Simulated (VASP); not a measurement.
Set up this calculation in VASP 6.6.1, as the native input.

```yaml
Task: single point
Functional: BLYP
Potentials_or_basis: VASP PAW PBE potentials, release 64 (Ti_sv, Si)
Cutoff: 520 eV
k_mesh: 7 × 7 × 7
Occupations: fermi-dirac, width 0.05 eV
Spin: no spin polarisation
Dipole_correction: no
Further_INCAR_settings: ALGO = Normal; EDIFF = 1e-06; NBANDS = 29
```

The structure of TiSi2 lies in POSCAR:

```
TiSi2
1.0
    0.0000000000      4.2353074062      4.3205517939
    2.4535714610      0.0000000000      4.3205517939
    2.4535714610      4.2353074062      0.0000000000
Ti Si
2 4
Direct
    0.7500000000      0.7500000000      0.7500000000
    0.5000000000      0.5000000000      0.5000000000
    0.4131316064      0.0868683936      0.4131316064
    0.0868683936      0.4131316064      0.0868683936
    0.1631316064      0.8368683936      0.1631316064
    0.8368683936      0.1631316064      0.8368683936
```

The input as run:

INCAR

```
SYSTEM = TiSi2
PREC     = Accurate       ! precision mode
ENCUT    = 520            ! plane-wave cutoff, eV
EDIFF    = 1E-6           ! SCF threshold, eV
ISMEAR   = -1             ! smearing method
SIGMA    = 0.05           ! smearing width, eV
LREAL    = .FALSE.        ! projectors in reciprocal space
LASPH    = .TRUE.         ! aspherical terms in the spheres
NELM     = 60             ! most SCF steps
ALGO     = Normal         ! electronic algorithm
ISIF     = 2              ! what is computed and relaxed
LWAVE    = .FALSE.        ! write WAVECAR
LCHARG   = .TRUE.         ! write CHGCAR
GGA      = B5             ! functional
ALDAX    = 1.0          
AGGAX    = 1.0          
AGGAC    = 1.0          
ALDAC    = 0.0          
LELF     = .TRUE.         ! ELF
LVHAR    = .TRUE.       
NBANDS   = 29             ! bands
```

KPOINTS

```
regular mesh
0
G
  7 7 7
  0 0 0
```

Potentials or basis: VASP PAW PBE potentials, release 64 (Ti_sv, Si).

Command:

```bash
$ cat potpaw_PBE.64/Ti_sv/POTCAR potpaw_PBE.64/Si/POTCAR > POTCAR
$ mpirun -np 1 vasp_std > vasp.out
```

It gave:

```json
{"Pressure": "0.4 GPa", "Largest force": "0.003 eV/Å", "Band gap on the k mesh": "zero (band 20 reaches 10.46 eV, above the bottom of band 21 at 8.84 eV)"}
```

Caveat: the PAW data sets were made with another functional, which shifts forces and pressure a little.

It took 4.2 min on 1 thread of AMD EPYC 7R43 64-Core Processor (Zen 3), on a shared host, peak memory 0.28 GiB.
